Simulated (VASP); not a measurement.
Write the native input for VASP 6.6.1 that does the following.

```
Task                   : single point
Functional             : PBEsol
Potentials or basis    : VASP PAW PBE potentials, release 64 (Mn_sv, O)
Cutoff                 : 700 eV
k mesh                 : 11 × 11 × 11
Occupations            : fermi-dirac, width 0.05 eV
Spin                   : collinear spin, ferromagnetic start
Starting moments       : [-2.09, 0.0, 0.0] μB
Dipole correction      : no
Further INCAR settings : ALGO = Normal; EDIFF = 1e-06; NBANDS = 24
```

The structure of MnO2 lies in POSCAR:

```
MnO2
1.0
    1.4284348394      0.8247072390      4.5839315268
   -1.4284348394      0.8247072390      4.5839315268
    0.0000000000     -1.6494144781      4.5839315268
Mn O
1 2
Direct
    0.0000000000      0.0000000000      0.0000000000
    0.7356355100      0.7356355100      0.7356355100
    0.2643644900      0.2643644900      0.2643644900
```

These files were run (other wordings do the same):

INCAR

```
SYSTEM = MnO2
PREC = Accurate
ENCUT = 700
EDIFF = 1E-6
ISMEAR = -1
SIGMA = 0.05
LREAL = .FALSE.
LASPH = .TRUE.
NELM = 200
ALGO = Normal
ISIF = 2
LWAVE = .FALSE.
LCHARG = .FALSE.
ISPIN = 2
MAGMOM = -2.09 0 0
LORBIT = 11
LMAXMIX = 4
GGA = PS
NBANDS = 24
GGA_COMPAT = .FALSE.
```

KPOINTS

```
Automatic mesh
0
G
  11 11 11
  0 0 0
```

Potentials or basis: VASP PAW PBE potentials, release 64 (Mn_sv, O).

Launch:

```console
$ cat potpaw_PBE.64/Mn_sv/POTCAR potpaw_PBE.64/O/POTCAR > POTCAR
$ mpirun -np 1 vasp_std > vasp.out
```

Results of the run:

```json
{
 "Pressure": "-2.3 GPa",
 "Largest force": "0.176 eV/Å",
 "Band gap on the k mesh": "0.75 eV (least direct gap 0.82 eV)",
 "Net moment": "-3.00 μB per cell",
 "Site moments": "Mn -2.72; O -0.04 μB",
 "Valence electrons inside the program's atomic spheres": "Mn 12.78; O 4.98"
}
```

Caveat: the PAW data sets were made with another functional, which shifts forces and pressure a little; a cell with one magnetic atom can't hold antiferromagnetic order, which such compounds often take.

Wall time 20 min on 1 thread of Intel(R) Xeon(R) Platinum 8175M CPU @ 2.50GHz (Skylake/Cascade Lake) (shared host), peak memory 0.49 GiB.
